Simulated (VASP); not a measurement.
# GaN (P6_3mc) in VASP: notebook

Runs on GaN. Level: LDA. Tasks: single point.

Program: VASP 6.6.1. These are calculated values, not measurements. Logs are shortened: lines on timing, memory, paths and dates and some standing lists are left out, and cuts for length are marked.

## Step 1: The cell of the first run

It takes space group P6_3mc (No. 186, hexagonal). Conventional cell: a = 3.180 Å, b = 3.180 Å, c = 5.166 Å, α = 90.00°, β = 90.00°, γ = 120.00°. Within 2.6 Å of Ga (site symmetry 3m) lie 4 N at 1.94 to 1.95 Å. Within 2.6 Å of N (site symmetry 3m) lie 4 Ga at 1.94 to 1.95 Å.

## Step 2: Single point, LDA

INCAR

```
SYSTEM = GaN
  PREC = Accurate
  ENCUT = 520
  EDIFF = 1E-6
  ISMEAR = 0
  SIGMA = 0.01
  LREAL = .FALSE.
  LASPH = .TRUE.
  NELM = 100
  ALGO = Normal
  ISIF = 2
  LWAVE = .FALSE.
  LCHARG = .FALSE.
  NBANDS = 26
```

KPOINTS

```
Automatic mesh
0
G
  6 6 4
  0 0 0
```

POSCAR

```
GaN
1.0
    3.1800000000      0.0000000000      0.0000000000
   -1.5900000000      2.7539607800      0.0000000000
    0.0000000000      0.0000000000      5.1660000000
Ga N
2 2
Direct
    0.3333333345      0.6666666691      0.0000000000
    0.6666666673      0.3333333345      0.5000000000
    0.3333333345      0.6666666691      0.3750000000
    0.6666666673      0.3333333345      0.8750000000
```

Potentials or basis: VASP PAW LDA potentials, release 64 (Ga_d, N).

Started as:

```bash
$ cat potpaw_LDA.64/Ga_d/POTCAR potpaw_LDA.64/N/POTCAR > POTCAR
$ mpirun -np 1 vasp_std > vasp.out
```

OUTCAR:

```text
SYSTEM = GaN
   PREC = Accurate
   ENCUT = 520
   EDIFF = 1E-6
   ISMEAR = 0
   LREAL = .FALSE.
   LASPH = .TRUE.
   NELM = 100
   ISIF = 2

 ion  position               nearest neighbor table
   1  0.333  0.667  0.000-   3 1.94   4 1.95   4 1.95   4 1.95
   2  0.667  0.333  0.500-   4 1.94   3 1.95   3 1.95   3 1.95
   3  0.333  0.667  0.375-   1 1.94   2 1.95   2 1.95   2 1.95
   4  0.667  0.333  0.875-   2 1.94   1 1.95   1 1.95   1 1.95

  LATTYP: Found a hexagonal cell.
 ALAT       =     3.1800000000
 C/A-ratio  =     1.6245283019

  Lattice vectors:

 A1 = (   3.1800000000,   0.0000000000,   0.0000000000)
 A2 = (  -1.5900000000,   2.7539607800,   0.0000000000)
 A3 = (   0.0000000000,   0.0000000000,   5.1660000000)

Analysis of symmetry for initial positions (statically):
=====================================================================
 Subroutine PRICEL returns:
 Original cell was already a primitive cell.

 Routine SETGRP: Setting up the symmetry group for a
 hexagonal supercell.

 Subroutine GETGRP returns: Found 12 space group operations
 (whereof  6 operations were pure point group operations)
 out of a pool of 24 trial point group operations.

The static configuration has the point symmetry C_3v.
 The point group associated with its full space group is C_6v.

Analysis of symmetry for dynamics (positions and initial velocities):
=====================================================================
 Subroutine PRICEL returns:
 Original cell was already a primitive cell.

 Routine SETGRP: Setting up the symmetry group for a
 hexagonal supercell.

 Subroutine GETGRP returns: Found 12 space group operations
 (whereof  6 operations were pure point group operations)
 out of a pool of 24 trial point group operations.

The dynamic configuration has the point symmetry C_3v.
 The point group associated with its full space group is C_6v.

 Subroutine INISYM returns: Found 12 space group operations
 (whereof  6 operations are pure point group operations),
 and found     1 'primitive' translations

----------------------------------------------------------------------------------------

                                     Primitive cell

  volume of cell :      45.2417

  direct lattice vectors                    reciprocal lattice vectors
     3.180000000  0.000000000  0.000000000     0.314465409  0.181556689  0.000000000
    -1.590000000  2.753960780  0.000000000     0.000000000  0.363113377  0.000000000
     0.000000000  0.000000000  5.166000000     0.000000000  0.000000000  0.193573364
[... 85 lines left out ...]
   LREAL  =      F    real-space projection
   EDIFFG = 0.1E-04   stopping-criterion for IOM
   NSW    =      0    number of steps for IOM
   IBRION =     -1    ionic relax: 0-MD 1-quasi-New 2-CG
   NFREE  =      0    steps in history (QN), initial steepest desc. (CG)
   ISIF   =      2    stress and relaxation
   ISYM   =      2    0-nonsym 1-usesym 2-fastsym
   POTIM  = 0.5000    time-step for ionic-motion
   TEBEG  =    0.0;   TEEND  =   0.0 temperature during run
   PSTRESS=    0.0 pullay stress
   NELECT =      36.0000    total number of electrons
   NUPDOWN=      -1.0000    fix difference up-down
   EMIN   =  10.00;   EMAX   =-10.00  energy-range for DOS
   EFERMI =   0.00;   METHOD = LEGACY
   ISMEAR =     0;   SIGMA  =   0.01  broadening in eV -4-tet -1-fermi 0-gaus
   EFERMI_NEDOS =   21; number of points for ismear=-14 and -15
   IALGO  =     38    algorithm
   IMIX   =      4    mixing-type and parameters
     AMIX     =   0.40;   BMIX     =  1.00
     AMIX_MAG =   1.60;   BMIX_MAG =  1.00
  volume/ion in A,a.u.               =      11.31        76.33
  Fermi-wavevector in a.u.,A,eV,Ry     =   1.517036  2.866782 31.312427  2.301398
  Thomas-Fermi vector in A             =   2.626345
   LORBIT       =      0    0 simple, 1 ext, 2 COOP (PROOUT), +10 PAW based schemes
   GGA     = CA    functional components
   LHFCALC =     F    Hartree Fock is set to
   AEXX    =    0.0000 exact exchange contribution
   IVDW    =     0    specifies the selected vdW correction
   LEPSILON=     F    determine dielectric tensor
   LRPA    =     F    only Hartree local field effects (RPA)
 non-spin polarized calculation
 Gauss-broadening in eV      SIGMA  =   0.01
  energy-cutoff  :      520.00
  volume of cell :       45.24
 maximum number of plane-waves:      1236
 NGX is ok and might be reduce to    24
   NGX = 11   NGY = 11   NGZ = 19

 number of electron      35.9999999 magnetization

 Free energy of the ion-electron system (eV)
  ---------------------------------------------------
  ext. energy  EPLUGINS =         0.00000000
  ---------------------------------------------------
  free energy    TOTEN  =       -27.89642971 eV

  energy without entropy =      -27.89642971  energy(sigma->0) =      -27.89642971

 E-fermi :   5.2763     XC(G=0): -12.1736

 val. band max:        5.1859638930   @ k =   0.0000   0.0000   0.0000
 cond. band min:       7.1732463785   @ k =   0.0000   0.0000   0.0000
 fundamental gap:      1.9872824855
 Fermi energy:         5.2762819076

 k-point     1 :       0.0000    0.0000    0.0000
  band No.  band energies     occupation
      1     -10.7558      2.00000
      2      -9.8504      2.00000
      3      -8.3869      2.00000
      4      -8.3647      2.00000
      5      -8.3647      2.00000
      6      -8.3008      2.00000
[... 598 lines left out ...]
     25      19.0550      0.00000
     26      19.0667      0.00000

------------------------ aborting loop because EDIFF is reached ----------------------------------------

  FORCE on cell =-STRESS in cart. coord.  units (eV):
  Direction    XX          YY          ZZ          XY          YZ          ZX
  --------------------------------------------------------------------------------------
  -------------------------------------------------------------------------------------
  Total       -1.1761819     -1.1761819     -0.5797242      0.0000000      0.0000000      0.0000000
  in kB      -41.6529526    -41.6529524    -20.5301793      0.0000000      0.0000000      0.0000000
  external PRESSURE =     -34.6120281 kB  Pullay stress =       0.0000000 kB

 VOLUME and BASIS-vectors are now :
 -----------------------------------------------------------------------------
  energy-cutoff  :      520.00
  volume of cell :       45.24
      direct lattice vectors                 reciprocal lattice vectors
     3.180000000  0.000000000  0.000000000     0.314465409  0.181556689  0.000000000
    -1.590000000  2.753960780  0.000000000     0.000000000  0.363113377  0.000000000
     0.000000000  0.000000000  5.166000000     0.000000000  0.000000000  0.193573364

 POSITION                                       TOTAL-FORCE (eV/Angst)
 -----------------------------------------------------------------------------------
     -0.00000      1.83597      0.00000        -0.000000      0.000000     -0.127864
      1.59000      0.91799      2.58300         0.000000      0.000000     -0.127864
     -0.00000      1.83597      1.93725        -0.000000      0.000000      0.127864
      1.59000      0.91799      4.52025         0.000000     -0.000000      0.127864
 -----------------------------------------------------------------------------------
    total drift:                               -0.000001     -0.000006      0.000478

  FREE ENERGIE OF THE ION-ELECTRON SYSTEM (eV)
  ---------------------------------------------------
  free  energy   TOTEN  =       -27.8964297101 eV

  energy  without entropy=      -27.8964297101  energy(sigma->0) =      -27.89642971
```

OSZICAR:

```text
N       E                     dE             d eps       ncg     rms          rms(c)
DAV:   1     0.269733299198E+03    0.26973E+03   -0.17528E+04  1236   0.255E+03
DAV:   2     0.221218822786E+01   -0.26752E+03   -0.25152E+03  1196   0.485E+02
DAV:   3    -0.309619520972E+02   -0.33174E+02   -0.32697E+02  1276   0.139E+02
DAV:   4    -0.319614120126E+02   -0.99946E+00   -0.99589E+00  1300   0.256E+01
[... 10 lines left out ...]
DAV:  15    -0.278964495156E+02    0.56441E-05   -0.18131E-06   910   0.924E-03    0.950E-02
DAV:  16    -0.278964404815E+02    0.90341E-05   -0.35968E-06  1128   0.184E-02    0.698E-02
DAV:  17    -0.278964325045E+02    0.79770E-05   -0.94000E-06  1676   0.259E-02    0.356E-02
DAV:  18    -0.278964303634E+02    0.21411E-05   -0.26043E-06  1042   0.143E-02    0.185E-02
DAV:  19    -0.278964297101E+02    0.65326E-06   -0.14094E-06   716   0.930E-03
   1 F= -.27896430E+02 E0= -.27896430E+02  d E =-.293041E-39
```

stdout:

```text
POSCAR found type information on POSCAR GaN
 POSCAR found :  2 types and       4 ions
 scaLAPACK will be used
 LDA part: xc-table for (Slater(with rela. corr.)+CA(PZ))
 , standard interpolation
 POSCAR, INCAR and KPOINTS ok, starting setup
 FFT: planning ... GRIDC
 FFT: planning ... GRID_SOFT
 FFT: planning ... GRID
 WAVECAR not read
 entering main loop
```

Run time: 11 s. Hardware: 1 thread of Intel Xeon 6975P-C (Granite Rapids), shared host; peak memory 0.15 GiB.

What came out:

- Free energy: -27.8964 eV
- Pressure: -3.5 GPa
- Largest force: 0.128 eV/Å
- Band gap on the k mesh: 1.99 eV, direct

Forces in eV/Å, atoms in the order of the input:
```
Ga   0.000  0.000 -0.128
Ga   0.000  0.000 -0.128
N    0.000  0.000  0.128
N    0.000  0.000  0.128
```

Stress tensor (GPa, compression positive):
```
-4.17  0.00  0.00
 0.00 -4.17  0.00
 0.00  0.00 -2.05
```

## Step 3: Single point, LDA

INCAR

```
PREC = Accurate
ENCUT = 520
EDIFF = 1E-7
ISMEAR = 0
SIGMA = 0.01
LREAL = F
LASPH = T
NELM = 80
ALGO = Normal
ISIF = 2
LWAVE = F
LCHARG = F
NBANDS = 26
```

KPOINTS

```
regular mesh
0
Gamma
  6 6 4
```

POSCAR is that of step 2.

Potentials or basis: VASP PAW LDA potentials, release 64 (Ga_d, N).

Started as:

```bash
$ cat potpaw_LDA.64/Ga_d/POTCAR potpaw_LDA.64/N/POTCAR > POTCAR
$ mpirun -np 1 vasp_std > vasp.out
```

It took 15 s on 1 thread of Intel Xeon 6975P-C (Granite Rapids), shared host; peak memory 0.15 GiB.

The run converged. Its results:

```
Free energy            : -27.8964 eV
Pressure               : -3.5 GPa
Largest force          : 0.128 eV/Å
Band gap on the k mesh : 1.99 eV, direct
```

Forces on the atoms (eV/Å):
```
Ga   0.000  0.000 -0.128
Ga   0.000  0.000 -0.128
N    0.000  0.000  0.128
N    0.000  0.000  0.128
```

Stress tensor (GPa, compression positive):
```
-4.16  0.00  0.00
 0.00 -4.16  0.00
 0.00  0.00 -2.05
```

Levels at points of the mesh, in eV from the valence-band top:
```tsv
k point	band 15	band 16	band 17	band 18	band 19	band 20	band 21	band 22
(0.00, 0.00, 0.00)	-1.08	-0.06	0.00	0.00	1.99	4.20	9.10	9.73
(0.50, 0.00, 0.00)	-4.33	-2.81	-2.31	-1.00	4.91	5.53	5.93	8.53
(0.00, 0.00, 0.50)	-0.55	-0.55	-0.55	-0.55	4.24	4.24	8.37	8.37
(0.50, 0.00, 0.50)	-1.98	-1.98	-1.95	-1.95	4.31	4.31	7.68	7.68
```
